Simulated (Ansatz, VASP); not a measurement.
# C: VASP beside Ansatz

```
C
1.0
     1.22913    0.70964    3.28357
    -1.22913    0.70964    3.28357
     0.00000   -1.41928    3.28357
C
2
Direct
  0.16955 0.16955 0.14137
  0.83045 0.83045 0.85863
```

Change from the starting cell: mode 4 frozen in at -0.063 Å and mode 6 at +0.040 Å (largest displacements).

Alike in both runs: task single point; functional PBEsol; dispersion D3(BJ); k mesh 15 × 15 × 15; occupations gaussian, width 0.05 eV; no spin polarisation.

```csv
,VASP,Ansatz
version,VASP 6.6.1,Ansatz 0.2.0
potentials or method,"VASP PAW PBE potentials, release 64 (C), cutoff 520 eV","scalar-relativistic, plane waves, PAW"
valence electrons in the cell,8,8
```

```csv
,VASP,Ansatz,Ansatz less VASP
gap on the k mesh at the Fermi level (eV),0.16,0.16,0.000
least direct gap on the mesh (eV),0.22,0.22,-0.001
pressure (GPa),2.2,1.6,-0.64
"traceless stress, the component that is largest in VASP (GPa)",10.94,10.37,-0.577
rms of the force components (eV/Å),2.508,2.504,-0.0032
```

VASP's potentials were made for PBE, not for PBEsol. Atom by atom the forces differ by 0.008 eV/Å (rms over components).
